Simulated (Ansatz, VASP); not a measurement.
ZnS in VASP and in Ansatz

```
CELL_PARAMETERS angstrom
0.00000 2.72178 2.72178
2.72178 0.00000 2.72178
2.72178 2.72178 0.00000
ATOMIC_POSITIONS crystal
Zn 0.00000 0.00000 0.00000
S 0.25000 0.25000 0.25000
```

Alike in both runs: functional PBE; k mesh 14 × 14 × 14; occupations fermi-dirac, width 0.08 eV; no spin polarisation.

Ansatz relaxed the structure, and its values are those at the end. VASP's run is a single point on that final structure, the one shown.

```csv
,VASP,Ansatz
version,VASP 6.6.1,Ansatz 0.2.0
potentials or method,"VASP PAW PBE potentials, release 64 (Zn, S)","PAW with Ansatz's default frozen-core files, scalar-relativistic"
plane-wave cutoff (eV),520,420
valence electrons in the cell,18,18
```

|  | VASP | Ansatz | Ansatz less VASP |
| --- | --- | --- | --- |
| pressure (GPa) | 0.1 | 0.0 | -0.15 |
